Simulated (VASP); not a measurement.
# Sc3TeBr (Pm-3m) in VASP: a series of runs, part 3 of 3

VASP 6.6.1. The steps go on from the part before.

## 4. Single point, PBE, collinear spin, ferromagnetic start

This run uses another cell than the first one, of 24.51 Å³/atom, 0.979 times its volume.

Input file INCAR:

```
ALGO = Normal ; EDIFF = 1E-6
ENCUT = 520 ; GGA = PE
ISIF = 2 ; ISMEAR = 0
ISPIN = 2 ; LASPH = T
LCHARG = T ; LELF = T
LMAXMIX = 4 ; LORBIT = 11
LREAL = F ; LVHAR = T
LWAVE = F ; MAGMOM = 1 1 1 0 0
NBANDS = 35 ; NELM = 150
PREC = Accurate ; SIGMA = 0.1
```

Input file KPOINTS:

```
k-points
0
Gamma
  4 4 4
```

Input file POSCAR:

```
Sc3TeBr
1.0
    4.9668395100      0.0000000000      0.0000000000
    0.0000000000      4.9668395100      0.0000000000
    0.0000000000      0.0000000000      4.9668395100
Sc Te Br
3 1 1
Direct
    0.0000000000      0.5000000000      0.5000000000
    0.5000000000      0.0000000000      0.5000000000
    0.5000000000      0.5000000000      0.0000000000
    0.0000000000      0.0000000000      0.0000000000
    0.5000000000      0.5000000000      0.5000000000
```

Potentials or basis: VASP PAW PBE potentials, release 64 (Sc_sv, Te, Br).

On the command line:

```console
> cat potpaw_PBE.64/Sc_sv/POTCAR potpaw_PBE.64/Te/POTCAR potpaw_PBE.64/Br/POTCAR > POTCAR
> mpirun -np 1 vasp_std > vasp.out
```

OUTCAR:

```text
EDIFF = 1E-6
   ENCUT = 520
   GGA = PE
   ISIF = 2
   ISMEAR = 0
   ISPIN = 2
   LASPH = T
   LORBIT = 11
   LREAL = F
   NELM = 150
   PREC = Accurate

 ion  position               nearest neighbor table
   1  0.000  0.500  0.500-   5 2.48   5 2.48   4 3.51   4 3.51   4 3.51   4 3.51
   2  0.500  0.000  0.500-   5 2.48   5 2.48   4 3.51   4 3.51   4 3.51   4 3.51
   3  0.500  0.500  0.000-   5 2.48   5 2.48   4 3.51   4 3.51   4 3.51   4 3.51
   4  0.000  0.000  0.000-   1 3.51   2 3.51   3 3.51   1 3.51   2 3.51   1 3.51   3 3.51   1 3.51
                             2 3.51   3 3.51   2 3.51   3 3.51
   5  0.500  0.500  0.500-   1 2.48   2 2.48   3 2.48   3 2.48   2 2.48   1 2.48

  LATTYP: Found a simple cubic cell.
 ALAT       =     4.9668395100

  Lattice vectors:

 A1 = (   4.9668395100,   0.0000000000,   0.0000000000)
 A2 = (   0.0000000000,   4.9668395100,   0.0000000000)
 A3 = (   0.0000000000,   0.0000000000,   4.9668395100)

Analysis of symmetry for initial positions (statically):
=====================================================================
 Subroutine PRICEL returns:
 Original cell was already a primitive cell.

 Routine SETGRP: Setting up the symmetry group for a
 simple cubic supercell.

 Subroutine GETGRP returns: Found 48 space group operations
[... 9 lines left out ...]

 Routine SETGRP: Setting up the symmetry group for a
 simple cubic supercell.

 Subroutine GETGRP returns: Found 48 space group operations
 (whereof 48 operations were pure point group operations)
 out of a pool of 48 trial point group operations.

The dynamic configuration has the point symmetry O_h .

Analysis of structural, dynamic, and magnetic symmetry:
=====================================================================
 Subroutine PRICEL returns:
 Original cell was already a primitive cell.

 Routine SETGRP: Setting up the symmetry group for a
 simple cubic supercell.

 Subroutine GETGRP returns: Found 48 space group operations
 (whereof 48 operations were pure point group operations)
 out of a pool of 48 trial point group operations.

The overall configuration has the point symmetry O_h .

 Subroutine INISYM returns: Found 48 space group operations
[... 5 lines left out ...]
                                     Primitive cell

  volume of cell :     122.5294

  direct lattice vectors                    reciprocal lattice vectors
     4.966839510  0.000000000  0.000000000     0.201335275  0.000000000  0.000000000
     0.000000000  4.966839510  0.000000000     0.000000000  0.201335275  0.000000000
     0.000000000  0.000000000  4.966839510     0.000000000  0.000000000  0.201335275

  length of vectors
     4.966839510  4.966839510  4.966839510     0.201335275  0.201335275  0.201335275

  position of ions in fractional coordinates (direct lattice)
     0.000000000  0.500000000  0.500000000
     0.500000000  0.000000000  0.500000000
     0.500000000  0.500000000  0.000000000
     0.000000000  0.000000000  0.000000000
     0.500000000  0.500000000  0.500000000

  ion indices of the primitive-cell ions
   primitive index   ion index
                 1           1
                 2           2
                 3           3
                 4           4
                 5           5

[... 56 lines left out ...]
   EDIFF  = 0.1E-05   stopping-criterion for ELM
   LREAL  =      F    real-space projection
   EDIFFG = 0.1E-04   stopping-criterion for IOM
   NSW    =      0    number of steps for IOM
   IBRION =     -1    ionic relax: 0-MD 1-quasi-New 2-CG
   NFREE  =      0    steps in history (QN), initial steepest desc. (CG)
   ISIF   =      2    stress and relaxation
   ISYM   =      2    0-nonsym 1-usesym 2-fastsym
   POTIM  = 0.5000    time-step for ionic-motion
   TEBEG  =    0.0;   TEEND  =   0.0 temperature during run
   PSTRESS=    0.0 pullay stress
   NELECT =      46.0000    total number of electrons
   NUPDOWN=      -1.0000    fix difference up-down
   EMIN   =  10.00;   EMAX   =-10.00  energy-range for DOS
   EFERMI =   0.00;   METHOD = LEGACY
   ISMEAR =     0;   SIGMA  =   0.10  broadening in eV -4-tet -1-fermi 0-gaus
   EFERMI_NEDOS =   21; number of points for ismear=-14 and -15
   IALGO  =     38    algorithm
   IMIX   =      4    mixing-type and parameters
     AMIX     =   0.40;   BMIX     =  1.00
     AMIX_MAG =   1.60;   BMIX_MAG =  1.00
  volume/ion in A,a.u.               =      24.51       165.37
  Fermi-wavevector in a.u.,A,eV,Ry     =   1.180993  2.231753 18.976650  1.394744
  Thomas-Fermi vector in A             =   2.317275
   LORBIT       =     11    0 simple, 1 ext, 2 COOP (PROOUT), +10 PAW based schemes
   GGA     = PE    functional components
   LHFCALC =     F    Hartree Fock is set to
   AEXX    =    0.0000 exact exchange contribution
   IVDW    =     0    specifies the selected vdW correction
   LEPSILON=     F    determine dielectric tensor
   LRPA    =     F    only Hartree local field effects (RPA)
 spin polarized calculation
 Gauss-broadening in eV      SIGMA  =   0.10
  energy-cutoff  :      520.00
  volume of cell :      122.53
 maximum number of plane-waves:      3362
 NGX is ok and might be reduce to    40
   NGX = 19   NGY = 19   NGZ = 19

 number of electron      45.9999995 magnetization       0.0159948

 number of electron      45.9999995 magnetization      -0.0004354

 Free energy of the ion-electron system (eV)
  ---------------------------------------------------
  ext. energy  EPLUGINS =         0.00000000
  ---------------------------------------------------
  free energy    TOTEN  =       -24.35223426 eV

  energy without entropy =      -24.33206825  energy(sigma->0) =      -24.34215125

 E-fermi :   5.9875     XC(G=0):  -9.8726

 val. band max:        5.9201300051   @ k =   0.5000   0.5000   0.2500
 cond. band min:       6.0588911244   @ k =   0.5000   0.5000   0.0000
 fundamental gap:      0.1387611193
 Fermi energy:         5.9875274706

 spin component 1

 k-point     1 :       0.0000    0.0000    0.0000
  band No.  band energies     occupation
      1     -43.9446      1.00000
      2     -43.9144      1.00000
      3     -43.9144      1.00000
      4     -22.7328      1.00000
      5     -22.7328      1.00000
      6     -22.7328      1.00000
[... 369 lines left out ...]
     34       9.2498      0.00000
     35       9.2499      0.00000
 Fermi energy:         5.9875274706

 spin component 2

 k-point     1 :       0.0000    0.0000    0.0000
  band No.  band energies     occupation
      1     -43.9445      1.00000
      2     -43.9144      1.00000
      3     -43.9144      1.00000
      4     -22.7328      1.00000
      5     -22.7328      1.00000
      6     -22.7328      1.00000
[... 369 lines left out ...]
     34       9.2499      0.00000
     35       9.2500      0.00000

------------------------ aborting loop because EDIFF is reached ----------------------------------------

  FORCE on cell =-STRESS in cart. coord.  units (eV):
  Direction    XX          YY          ZZ          XY          YZ          ZX
  --------------------------------------------------------------------------------------
  -------------------------------------------------------------------------------------
  Total        0.9415288      0.9415288      0.9415288      0.0000000     -0.0000000      0.0000000
  in kB       12.3112967     12.3112967     12.3112967      0.0000000     -0.0000000      0.0000000
  external PRESSURE =      12.3112967 kB  Pullay stress =       0.0000000 kB

 VOLUME and BASIS-vectors are now :
 -----------------------------------------------------------------------------
  energy-cutoff  :      520.00
  volume of cell :      122.53
      direct lattice vectors                 reciprocal lattice vectors
     4.966839510  0.000000000  0.000000000     0.201335275  0.000000000  0.000000000
     0.000000000  4.966839510  0.000000000     0.000000000  0.201335275  0.000000000
     0.000000000  0.000000000  4.966839510     0.000000000  0.000000000  0.201335275

 POSITION                                       TOTAL-FORCE (eV/Angst)
 -----------------------------------------------------------------------------------
      0.00000      2.48342      2.48342         0.000000      0.000000      0.000000
      2.48342      0.00000      2.48342         0.000000      0.000000      0.000000
      2.48342      2.48342      0.00000         0.000000      0.000000      0.000000
      0.00000      0.00000      0.00000         0.000000      0.000000      0.000000
      2.48342      2.48342      2.48342         0.000000      0.000000      0.000000
 -----------------------------------------------------------------------------------
    total drift:                               -0.000000     -0.000000     -0.000000

  FREE ENERGIE OF THE ION-ELECTRON SYSTEM (eV)
  ---------------------------------------------------
  free  energy   TOTEN  =       -24.3522342567 eV

  energy  without entropy=      -24.3320682514  energy(sigma->0) =      -24.34215125

 total charge

# of ion       s       p       d       tot
------------------------------------------
    1        2.152   6.092   1.261   9.504
    2        2.152   6.092   1.261   9.504
    3        2.152   6.092   1.261   9.504
    4        1.381   1.844   0.046   3.272
    5        1.604   3.331   0.205   5.140
--------------------------------------------------
tot          9.440  23.451   4.033  36.923

 magnetization (x)

# of ion       s       p       d       tot
------------------------------------------
    1       -0.000  -0.000  -0.000  -0.000
    2       -0.000  -0.000  -0.000  -0.000
    3       -0.000  -0.000  -0.000  -0.000
    4       -0.000   0.000  -0.000   0.000
    5       -0.000   0.000  -0.000   0.000
--------------------------------------------------
tot         -0.000   0.000  -0.000  -0.000
```

Wall time 56 s (1 thread of Intel Xeon 6975P-C (Granite Rapids), shared host); peak memory 0.32 GiB.

What came out:

```yaml
Free_energy: -24.3522 eV
Pressure: 1.2 GPa
Band_gap_on_the_k_mesh: zero (filled and empty bands overlap)
Net_moment: 0.00 μB per cell
Valence_electrons_inside_the_program's_atomic_spheres: Sc 9.50; Te 3.27; Br 5.14
```

Levels at points of the mesh, in eV from the Fermi level:
Spin up:
```
           k point  band 20  band 21  band 22  band 23  band 24  band 25  band 26  band 27
(0.00, 0.00, 0.00)    -2.80    -1.36    -1.36    -1.36    -1.21    -1.19    -1.19     0.99
(0.50, 0.00, 0.00)    -3.40    -1.09    -0.26    -0.10     0.42     0.42     0.59     0.90
(0.50, 0.50, 0.00)    -3.35    -0.41    -0.41     0.07     0.54     0.54     0.58     1.40
(0.50, 0.50, 0.50)    -4.05    -0.26    -0.26    -0.26     0.68     0.68     0.68     0.72
```
Spin down:
| k point | band 21 | band 22 | band 23 | band 24 | band 25 | band 26 |
| --- | --- | --- | --- | --- | --- | --- |
| (0.00, 0.00, 0.00) | -1.36 | -1.36 | -1.36 | -1.21 | -1.19 | -1.19 |
| (0.50, 0.00, 0.00) | -1.09 | -0.26 | -0.10 | 0.42 | 0.42 | 0.59 |
| (0.50, 0.50, 0.00) | -0.41 | -0.41 | 0.07 | 0.54 | 0.54 | 0.58 |
| (0.50, 0.50, 0.50) | -0.26 | -0.26 | -0.26 | 0.68 | 0.68 | 0.68 |

Caveat: spin-orbit coupling is left out, which moves the levels of the heavy elements.

## 5. Summary

| task | spin | cell | k mesh | cutoff (eV) | gap on the mesh (eV) | pressure (GPa) |
| --- | --- | --- | --- | --- | --- | --- |
| single point | off | a = 5.002 Å, 5 atoms | 8 × 8 × 8 | 520 | none | 0.2 |
| relaxation of cell and atoms | off | relaxed from a = 4.967 Å, 5 atoms | 8 × 8 × 8 | 600 | none | 0.0 |
| single point | collinear, ferromagnetic start | a = 4.967 Å, 5 atoms | 4 × 4 × 4 | 520 | none | 1.2 |

Alike in all rows: level PBE; potentials or basis VASP PAW PBE potentials, release 64 (Sc_sv, Te, Br); smearing gaussian 0.1 eV.

Caveats: spin-orbit coupling is left out, which moves the levels of the heavy elements.

Absolute energies hang on the potentials; compare differences alone.
